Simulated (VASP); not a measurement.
A run of VASP 6.6.1 is set up as follows.

Contents of INCAR:

```
SYSTEM = Ru
ALGO = Fast
EDIFF = 1E-7
ENCUT = 520
GGA = PE
ISIF = 2
ISMEAR = -1
LASPH = .True.
LCHARG = .False.
LREAL = .False.
LWAVE = .False.
NBANDS = 21
NELM = 60
PREC = Accurate
SIGMA = 0.05
```

The input KPOINTS:

```
k-points
0
Gamma
  11 11 6
  0 0 0
```

POSCAR

```
Ru
1.0
    2.7058000000      0.0000000000      0.0000000000
   -1.3529000000      2.3432915376      0.0000000000
    0.0000000000      0.0000000000      4.2819000000
Ru
2
Direct
    0.6723620000      0.3438460000      0.7451840000
    0.3215740000      0.6804310000      0.2436670000
```

Potentials or basis: VASP PAW PBE potentials, release 64 (Ru_pv).

Command:

```console
$ cat potpaw_PBE.64/Ru_pv/POTCAR > POTCAR
$ mpirun -np 1 vasp_std > vasp.out
```

Problem. What does it give for the largest force?

Solution. 0.350 eV/Å.

Problem. What does it give for the band gap on the k mesh?

Solution. Zero (band 14 reaches 14.36 eV, above the bottom of band 15 at 11.25 eV).

Problem. What does it give for the pressure?

Solution. 4.6 GPa.

Forces on the atoms (eV/Å):
```
Ru  -0.337  0.049 -0.084
Ru   0.337 -0.049  0.084
```

Caveat: the cell differs from its parent crystal (atoms moved at random).
